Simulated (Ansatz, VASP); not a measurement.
**One calculation of Al3BiO, two programs**

Contents of INCAR:

```
SYSTEM = Al3BiO
ALGO = Normal
EDIFF = 1E-6
EDIFFG = -0.01
ENCUT = 600
GGA = PE
IBRION = 2
ISIF = 3
ISMEAR = 0
LASPH = .True.
LCHARG = .False.
LREAL = .False.
LWAVE = .False.
NELM = 60
NSW = 100
PREC = Accurate
SIGMA = 0.1
```

File KPOINTS:

```
k-points
0
Gamma
  12 12 8
  0 0 0
```

POSCAR

```
Al3BiO
1.0
    5.1706915617      0.0000000000      0.0000000000
   -2.5853457809      4.4779502476      0.0000000000
    0.0000000000      0.0000000000      4.8428832900
Al Bi O
3 1 1
Direct
    0.5000000000      0.0000000000      0.5000000000
    0.0000000000      0.5000000000      0.5000000000
    0.5000000000      0.5000000000      0.5000000000
    0.0000000000      0.0000000000      0.0000000000
    0.0000000000      0.0000000000      0.5000000000
```

Input for Ansatz:

```yaml
crystal:
  lattice:
    - [5.1706915617, 0.0, 0.0]
    - [-2.5853457809, 4.4779502476, 0.0]
    - [0.0, 0.0, 4.84288329]
  atoms:
    - { symbol: Al, position: [0.5, 0.0, 0.5] }
    - { symbol: Al, position: [0.0, 0.5, 0.5] }
    - { symbol: Al, position: [0.5, 0.5, 0.5] }
    - { symbol: Bi, position: [0.0, 0.0, 0.0] }
    - { symbol: O, position: [0.0, 0.0, 0.5] }
basis:
  ecutwfc: 420
kpoints:
  mp_grid: { grid: [12, 12, 8] }
hamiltonian:
  xc: pbe
scf:
  occupations: { method: gaussian, width: 0.1 }
output:
  forces: true
  stress: true
  eigenvalues: true
  write_density: true
  write_potential: true
  elf: true
  volumetric_format: npy
relax:
  adjacent_minimum: "off"
  f_tol: 0.01
  max_steps: 80
  cell: { stress_tol: 0.05 }
```

Alike in both runs: task relaxation of cell and atoms; functional PBE; k mesh 12 × 12 × 8; occupations gaussian, width 0.1 eV; no spin polarisation.

```csv
,VASP,Ansatz
version,VASP 6.6.1,Ansatz 0.2.0
potentials or method,"VASP PAW PBE potentials, release 64 (Al, Bi_d, O), cutoff 600 eV","scalar-relativistic, plane waves, PAW"
valence electrons in the cell,30,30
```

VASP gave:

| Item | Value |
| --- | --- |
| gap on the k mesh at the Fermi level, each at its own relaxed structure (eV) | none |
| relaxed volume (Å³/atom) | 22.62 |
| relaxed cell length with the largest relative difference (Å) | 5.229 |

Problem. What did Ansatz give for the same quantities?

Solution. gap on the k mesh at the Fermi level, each at its own relaxed structure (eV): none; relaxed volume (Å³/atom): 22.63; relaxed cell length with the largest relative difference (Å): 5.231.

A gap of «none» marks a metal or a gap that the smearing closes.

Spin-orbit coupling is off throughout.
